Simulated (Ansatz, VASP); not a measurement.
**NaS5 in VASP and in Ansatz**

```
Na S
1.0
     5.69310    0.00000    0.00000
    -2.84655    4.93037    0.00000
     0.00000    0.00000    4.39634
Na S
1 5
Direct
  0.00000 0.00000 0.00000
  0.33333 0.66667 0.00000
  0.66667 0.33333 0.00000
  0.50000 0.00000 0.50000
  0.50000 0.50000 0.50000
  0.00000 0.50000 0.50000
```

Change from the starting cell: species swapped into the RbAu5 type (P6/mmm, No. 191).

Alike in both runs: task single point; functional PBE; k mesh 6 × 6 × 4; occupations gaussian, width 0.1 eV; no spin polarisation.

|  | VASP | Ansatz |
| --- | --- | --- |
| version | VASP 6.6.1 | Ansatz 0.2.0 |
| potentials or method | VASP PAW PBE potentials, release 64 (Na_pv, S), cutoff 520 eV | scalar-relativistic, plane waves, PAW |
| valence electrons in the cell | 37 | 39 |

```csv
,VASP,Ansatz,Ansatz less VASP
gap on the k mesh at the Fermi level (eV),none,none,-
pressure (GPa),-3.4,-3.3,+0.08
"traceless stress, the component that is largest in VASP (GPa)",-7.06,-7.02,+0.034
```

A gap of «none» marks a metal or a gap that the smearing closes. VASP's potentials hold 37 valence electrons a cell and Ansatz's 39, so a difference there can come from the potentials and not from the codes.
